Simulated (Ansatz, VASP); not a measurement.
**Yb: VASP beside Ansatz**

Contents of INCAR:

```
SYSTEM = Yb
PREC     = Accurate       ! precision mode
ENCUT    = 520            ! plane-wave cutoff, eV
EDIFF    = 1E-7           ! SCF threshold, eV
ISMEAR   = -1             ! smearing method
SIGMA    = 0.05           ! smearing width, eV
LREAL    = .False.        ! projectors in reciprocal space
LASPH    = .True.         ! aspherical terms in the spheres
NELM     = 150            ! most SCF steps
ALGO     = Normal         ! electronic algorithm
ISIF     = 2              ! what is computed and relaxed
LWAVE    = .False.        ! write WAVECAR
LCHARG   = .False.        ! write CHGCAR
ISPIN    = 2              ! spin polarisation
MAGMOM   = 1              ! initial moments
LORBIT   = 11             ! projections on sites
LMAXMIX  = 6              ! l up to which the mixer works
GGA      = PS             ! functional
NBANDS   = 22             ! bands
```

Contents of KPOINTS:

```
Automatic mesh
0
Gamma
  8 8 8
  0 0 0
```

POSCAR

```
Yb
1.0
    0.0000000000      2.7246893782      2.7246893782
    2.7246893782      0.0000000000      2.7246893782
    2.7246893782      2.7246893782      0.0000000000
Yb
1
Direct
    0.0000000000      0.0000000000      0.0000000000
```

input.yaml

```yaml
crystal:
  lattice:
    - [0.0, 2.7246893782, 2.7246893782]
    - [2.7246893782, 0.0, 2.7246893782]
    - [2.7246893782, 2.7246893782, 0.0]
  atoms:
    - { symbol: Yb, position: [0.0, 0.0, 0.0], spin: 1.0 }
kpoints:
  mp_grid: { grid: [8, 8, 8] }
scf:
  occupations: { method: fermi_dirac, width: 0.05 }
hamiltonian:
  xc: pbesol
  pseudopotentials: { kind: all_electron, lapw: { basis_error: 0.0005 } }
magnetization:
  spin_polarized: true
output:
  forces: true
  stress: true
  eigenvalues: true
```

Change from the starting cell: volume scaled by 0.98.

Alike in both runs: task single point; functional PBEsol; k mesh 8 × 8 × 8; occupations fermi-dirac, width 0.05 eV; collinear spin.

|  | VASP | Ansatz |
| --- | --- | --- |
| version | VASP 6.6.1 | Ansatz 0.2.0 |
| potentials or method | VASP PAW PBE potentials, release 64 (Yb), cutoff 520 eV | all-electron LAPW, scalar-relativistic |

Ansatz gave:

- gap on the k mesh at the Fermi level (eV): none
- pressure (GPa): -3.1
- net moment per atom (μB): 0.00

Problem. What did VASP give for the same quantities?

Solution. gap on the k mesh at the Fermi level (eV): none; pressure (GPa): -4.5; net moment per atom (μB): 0.00.

VASP's potentials were made for PBE, not for PBEsol. A gap of «none» marks a metal or a gap that the smearing closes. Ansatz ran all-electron here, and VASP with PAW potentials.

Neither program's run includes spin-orbit coupling. Noted on Ansatz's run: the open f shell may have settled in a state that isn't the lowest.
